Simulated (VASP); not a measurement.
# IrC (wurtzite type) (P6_3mc) in VASP: single point with PBE

Aim: the single point of IrC (wurtzite type) with PBE.

Program: VASP 6.6.1. These are calculated values, not measurements. Logs are shortened: lines on timing, memory, paths and dates and some standing lists are left out, and cuts for length are marked.

**1. The cell of the first run**

Symmetry: P6_3mc, No. 186, hexagonal system. Conventional cell: a = 3.234 Å, b = 3.234 Å, c = 5.485 Å, α = 90.00°, β = 90.00°, γ = 120.00°. Within 2.7 Å of Ir (site symmetry 3m) lie 4 C at 2.00 to 2.02 Å. C (site symmetry 3m) has 4 Ir at 2.00 to 2.02 Å within 2.7 Å.

**2. Single point, PBE**

INCAR

```
SYSTEM = IrC
PREC = Accurate
ENCUT = 600
EDIFF = 1E-6
ISMEAR = -1
SIGMA = 0.05
LREAL = .False.
LASPH = .True.
NELM = 120
ALGO = Normal
ISIF = 2
LWAVE = .False.
LCHARG = .False.
GGA = PE
NBANDS = 29
GGA_COMPAT = .False.
```

KPOINTS

```
Automatic mesh
0
Gamma
  12 12 6
  0 0 0
```

POSCAR

```
IrC
1.0
    3.2340207501      0.0000000000      0.0000000000
   -1.6170103750      2.8007441259      0.0000000000
    0.0000000000      0.0000000000      5.4849048930
Ir C
2 2
Direct
    0.3333333333      0.6666666667      0.0038095988
    0.6666666667      0.3333333333      0.5038095988
    0.3333333333      0.6666666667      0.3721904012
    0.6666666667      0.3333333333      0.8721904012
```

Potentials or basis: VASP PAW PBE potentials, release 64 (Ir_sv_GW, C).

Run with:

```console
$ cat potpaw_PBE.64/Ir_sv_GW/POTCAR potpaw_PBE.64/C/POTCAR > POTCAR
$ mpirun -np 1 vasp_std > vasp.out
```

OUTCAR:

```text
SYSTEM = IrC
   PREC = Accurate
   ENCUT = 600
   EDIFF = 1E-6
   ISMEAR = -1
   LREAL = .False.
   LASPH = .True.
   NELM = 120
   ISIF = 2
   GGA = PE

 ion  position               nearest neighbor table
   1  0.333  0.667  0.004-   4 2.00   4 2.00   4 2.00   3 2.02
   2  0.667  0.333  0.504-   3 2.00   3 2.00   3 2.00   4 2.02
   3  0.333  0.667  0.372-   2 2.00   2 2.00   2 2.00   1 2.02
   4  0.667  0.333  0.872-   1 2.00   1 2.00   1 2.00   2 2.02

  LATTYP: Found a hexagonal cell.
 ALAT       =     3.2340207501
 C/A-ratio  =     1.6960017628

  Lattice vectors:

 A1 = (   3.2340207501,   0.0000000000,   0.0000000000)
 A2 = (  -1.6170103750,   2.8007441259,   0.0000000000)
 A3 = (   0.0000000000,   0.0000000000,   5.4849048930)

Analysis of symmetry for initial positions (statically):
=====================================================================
 Subroutine PRICEL returns:
 Original cell was already a primitive cell.

 Routine SETGRP: Setting up the symmetry group for a
 hexagonal supercell.

 Subroutine GETGRP returns: Found 12 space group operations
 (whereof  6 operations were pure point group operations)
 out of a pool of 24 trial point group operations.

The static configuration has the point symmetry C_3v.
 The point group associated with its full space group is C_6v.

Analysis of symmetry for dynamics (positions and initial velocities):
=====================================================================
 Subroutine PRICEL returns:
 Original cell was already a primitive cell.

 Routine SETGRP: Setting up the symmetry group for a
 hexagonal supercell.

 Subroutine GETGRP returns: Found 12 space group operations
 (whereof  6 operations were pure point group operations)
 out of a pool of 24 trial point group operations.

The dynamic configuration has the point symmetry C_3v.
 The point group associated with its full space group is C_6v.

 Subroutine INISYM returns: Found 12 space group operations
 (whereof  6 operations are pure point group operations),
 and found     1 'primitive' translations

----------------------------------------------------------------------------------------

                                     Primitive cell

  volume of cell :      49.6804

  direct lattice vectors                    reciprocal lattice vectors
     3.234020750  0.000000000  0.000000000     0.309212611  0.178523984  0.000000000
    -1.617010375  2.800744126  0.000000000     0.000000000  0.357047968  0.000000000
     0.000000000  0.000000000  5.484904893     0.000000000  0.000000000  0.182318567

  length of vectors
     3.234020750  3.234020750  5.484904893     0.357047968  0.357047968  0.182318567

  position of ions in fractional coordinates (direct lattice)
     0.333333333  0.666666667  0.003809599
     0.666666667  0.333333333  0.503809599
     0.333333333  0.666666667  0.372190401
     0.666666667  0.333333333  0.872190401

  ion indices of the primitive-cell ions
   primitive index   ion index
                 1           1
                 2           2
                 3           3
                 4           4

----------------------------------------------------------------------------------------

 KPOINTS: Automatic mesh

Automatic generation of k-mesh.
 Grid dimensions read from file:
 generate k-points for:   12   12    6

 Generating k-lattice:

  Cartesian coordinates                     Fractional coordinates (reciprocal lattice)
     0.025767718  0.014876999  0.000000000     0.083333333  0.000000000  0.000000000
     0.000000000  0.029753997  0.000000000     0.000000000  0.083333333  0.000000000
     0.000000000  0.000000000  0.030386428     0.000000000  0.000000000  0.166666667

  Length of vectors
     0.029753997  0.029753997  0.030386428

  Shift w.r.t. Gamma in fractional coordinates (k-lattice)
     0.000000000  0.000000000  0.000000000

 Subroutine IBZKPT returns following result:
 ===========================================

 Found     76 irreducible k-points:

 Following reciprocal coordinates:
            Coordinates               Weight
  0.000000  0.000000  0.000000      1.000000
  0.083333  0.000000  0.000000      6.000000
  0.166667  0.000000  0.000000      6.000000
  0.250000  0.000000  0.000000      6.000000
  0.333333  0.000000  0.000000      6.000000
  0.416667  0.000000  0.000000      6.000000
[... 16 lines left out ...]
  0.250000  0.000000  0.166667     12.000000
  0.333333  0.000000  0.166667     12.000000
 [... further k-points ...]
   k-points           NKPTS =     76   k-points in BZ     NKDIM =     76   number of bands    NBANDS=     29
   number of dos      NEDOS =    301   number of ions     NIONS =      4
   total plane-waves  NPLWV =  37632
   dimension x,y,z NGX =    28 NGY =   28 NGZ =   48
   dimension x,y,z NGXF=    56 NGYF=   56 NGZF=   96
   ions per type =               2   2
   NGX,Y,Z   is equivalent  to a cutoff of  14.39, 14.39, 14.55 a.u.
   NGXF,Y,Z  is equivalent  to a cutoff of  28.79, 28.79, 29.10 a.u.
 SYSTEM =  IrC
   PREC   = accura    normal or accurate (medium, high low for compatibility)
   ISTART =      0    job   : 0-new  1-cont  2-samecut
   ICHARG =      2    charge: 1-file 2-atom 10-const
   ISPIN  =      1    spin polarized calculation?
   LNONCOLLINEAR =      F non collinear calculations
   LSORBIT =      F    spin-orbit coupling
   LASPH  =      T    aspherical Exc in radial PAW
   ENCUT  =  600.0 eV  44.10 Ry    6.64 a.u.   6.46  6.46 10.95*2*pi/ulx,y,z
   NELM   =    120;   NELMIN=  2; NELMDL= -5     # of ELM steps
   EDIFF  = 0.1E-05   stopping-criterion for ELM
   LREAL  =      F    real-space projection
   EDIFFG = 0.1E-04   stopping-criterion for IOM
   NSW    =      0    number of steps for IOM
   IBRION =     -1    ionic relax: 0-MD 1-quasi-New 2-CG
   NFREE  =      0    steps in history (QN), initial steepest desc. (CG)
   ISIF   =      2    stress and relaxation
   ISYM   =      2    0-nonsym 1-usesym 2-fastsym
   POTIM  = 0.5000    time-step for ionic-motion
   TEBEG  =    0.0;   TEEND  =   0.0 temperature during run
   PSTRESS=    0.0 pullay stress
   NELECT =      42.0000    total number of electrons
   NUPDOWN=      -1.0000    fix difference up-down
   EMIN   =  10.00;   EMAX   =-10.00  energy-range for DOS
   EFERMI =   0.00;   METHOD = LEGACY
   ISMEAR =    -1;   SIGMA  =   0.05  broadening in eV -4-tet -1-fermi 0-gaus
   EFERMI_NEDOS =   21; number of points for ismear=-14 and -15
   IALGO  =     38    algorithm
   IMIX   =      4    mixing-type and parameters
     AMIX     =   0.40;   BMIX     =  1.00
     AMIX_MAG =   1.60;   BMIX_MAG =  1.00
  volume/ion in A,a.u.               =      12.42        83.82
  Fermi-wavevector in a.u.,A,eV,Ry     =   1.547971  2.925241 32.602473  2.396214
  Thomas-Fermi vector in A             =   2.652988
   LORBIT       =      0    0 simple, 1 ext, 2 COOP (PROOUT), +10 PAW based schemes
   GGA     = PE    functional components
   LHFCALC =     F    Hartree Fock is set to
   AEXX    =    0.0000 exact exchange contribution
   IVDW    =     0    specifies the selected vdW correction
   LEPSILON=     F    determine dielectric tensor
   LRPA    =     F    only Hartree local field effects (RPA)
 non-spin polarized calculation
  energy-cutoff  :      600.00
  volume of cell :       49.68
 maximum number of plane-waves:      1680
 NGX is ok and might be reduce to    28
   NGX = 13   NGY = 13   NGZ = 21

 number of electron      42.0000000 magnetization

 Free energy of the ion-electron system (eV)
  ---------------------------------------------------
  ext. energy  EPLUGINS =         0.00000000
  ---------------------------------------------------
  free energy    TOTEN  =       -34.72666277 eV

  energy without entropy =      -34.71571620  energy(sigma->0) =      -34.72118949

 E-fermi :   8.7409     XC(G=0): -12.6117

 val. band max:        8.7407084387   @ k =   0.4167   0.0000   0.5000
 cond. band min:       8.7569355986   @ k =   0.3333   0.1667   0.3333
 fundamental gap:      0.0162271599
 Fermi energy:         8.7409239886

 k-point     1 :       0.0000    0.0000    0.0000
  band No.  band energies     occupation
      1     -83.9764      2.00000
      2     -83.9725      2.00000
      3     -40.9386      2.00000
      4     -40.8351      2.00000
      5     -40.7701      2.00000
      6     -40.7701      2.00000
[... 21 lines left out ...]
     28      15.8117      0.00000
     29      18.9824      0.00000

 k-point     2 :       0.0833    0.0000    0.0000
  band No.  band energies     occupation
      1     -83.9761      2.00000
      2     -83.9723      2.00000
      3     -40.9364      2.00000
      4     -40.8361      2.00000
      5     -40.7769      2.00000
      6     -40.7721      2.00000
[... 21 lines left out ...]
     28      16.0924      0.00000
     29      19.1569      0.00000

 k-point     3 :       0.1667    0.0000    0.0000
  band No.  band energies     occupation
      1     -83.9751      2.00000
      2     -83.9720      2.00000
      3     -40.9298      2.00000
      4     -40.8386      2.00000
      5     -40.7953      2.00000
      6     -40.7809      2.00000
[... 21 lines left out ...]
     28      16.8388      0.00000
     29      19.2078      0.00000

 k-point     4 :       0.2500    0.0000    0.0000
  band No.  band energies     occupation
      1     -83.9741      2.00000
      2     -83.9711      2.00000
      3     -40.9200      2.00000
      4     -40.8429      2.00000
      5     -40.8201      2.00000
      6     -40.8070      2.00000
[... 21 lines left out ...]
     28      17.5325      0.00000
     29      18.7088      0.00000

 k-point     5 :       0.3333    0.0000    0.0000
  band No.  band energies     occupation
      1     -83.9728      2.00000
      2     -83.9707      2.00000
      3     -40.9087      2.00000
      4     -40.8490      2.00000
      5     -40.8452      2.00000
      6     -40.8326      2.00000
[... 21 lines left out ...]
     28      17.4811      0.00000
     29      19.3729      0.00000
[... 510 lines left out ...]
     28      15.9061      0.00000
     29      19.1465      0.00000

 k-point    22 :       0.1667    0.0000    0.1667
  band No.  band energies     occupation
      1     -83.9749      2.00000
      2     -83.9721      2.00000
      3     -40.9240      2.00000
      4     -40.8454      2.00000
      5     -40.7940      2.00000
      6     -40.7812      2.00000
[... 21 lines left out ...]
     28      16.6503      0.00000
     29      19.3583      0.00000

 k-point    23 :       0.2500    0.0000    0.1667
  band No.  band energies     occupation
      1     -83.9739      2.00000
      2     -83.9715      2.00000
      3     -40.9159      2.00000
      4     -40.8503      2.00000
      5     -40.8183      2.00000
      6     -40.8059      2.00000
[... 21 lines left out ...]
     28      17.4094      0.00000
     29      18.9370      0.00000

 k-point    24 :       0.3333    0.0000    0.1667
  band No.  band energies     occupation
      1     -83.9726      2.00000
      2     -83.9708      2.00000
      3     -40.9068      2.00000
      4     -40.8585      2.00000
      5     -40.8420      2.00000
      6     -40.8282      2.00000
[... 21 lines left out ...]
     28      17.5502      0.00000
     29      19.4029      0.00000

 [... further k-points ...]

------------------------ aborting loop because EDIFF is reached ----------------------------------------

  FORCE on cell =-STRESS in cart. coord.  units (eV):
  Direction    XX          YY          ZZ          XY          YZ          ZX
  --------------------------------------------------------------------------------------
  -------------------------------------------------------------------------------------
  Total       -0.1671816     -0.1671816     -0.1900259     -0.0000000      0.0000000      0.0000000
  in kB       -5.3915502     -5.3915502     -6.1282715     -0.0000000      0.0000000      0.0000000
  external PRESSURE =      -5.6371240 kB  Pullay stress =       0.0000000 kB

 VOLUME and BASIS-vectors are now :
 -----------------------------------------------------------------------------
  energy-cutoff  :      600.00
  volume of cell :       49.68
      direct lattice vectors                 reciprocal lattice vectors
     3.234020750  0.000000000  0.000000000     0.309212611  0.178523984  0.000000000
    -1.617010375  2.800744126  0.000000000     0.000000000  0.357047968  0.000000000
     0.000000000  0.000000000  5.484904893     0.000000000  0.000000000  0.182318567

 POSITION                                       TOTAL-FORCE (eV/Angst)
 -----------------------------------------------------------------------------------
     -0.00000      1.86716      0.02090         0.000000     -0.000000     -0.000300
      1.61701      0.93358      2.76335        -0.000000      0.000000     -0.000300
     -0.00000      1.86716      2.04143        -0.000000      0.000000      0.000300
      1.61701      0.93358      4.78388        -0.000000      0.000000      0.000300
 -----------------------------------------------------------------------------------
    total drift:                               -0.000001      0.000000      0.000513

  FREE ENERGIE OF THE ION-ELECTRON SYSTEM (eV)
  ---------------------------------------------------
  free  energy   TOTEN  =       -34.7266627732 eV

  energy  without entropy=      -34.7157161977  energy(sigma->0) =      -34.72118949
```

Run time: 88 s. Hardware: 1 thread of AMD EPYC 9R45 (Zen 5), shared host; peak memory 0.24 GiB.

What came out:

```
Free energy            : -34.7267 eV
Pressure               : -0.6 GPa
Band gap on the k mesh : zero (bands 21 and 22 overlap by 3.53 eV)
```

Caveat: spin-orbit coupling is left out, which moves the levels of the heavy elements.
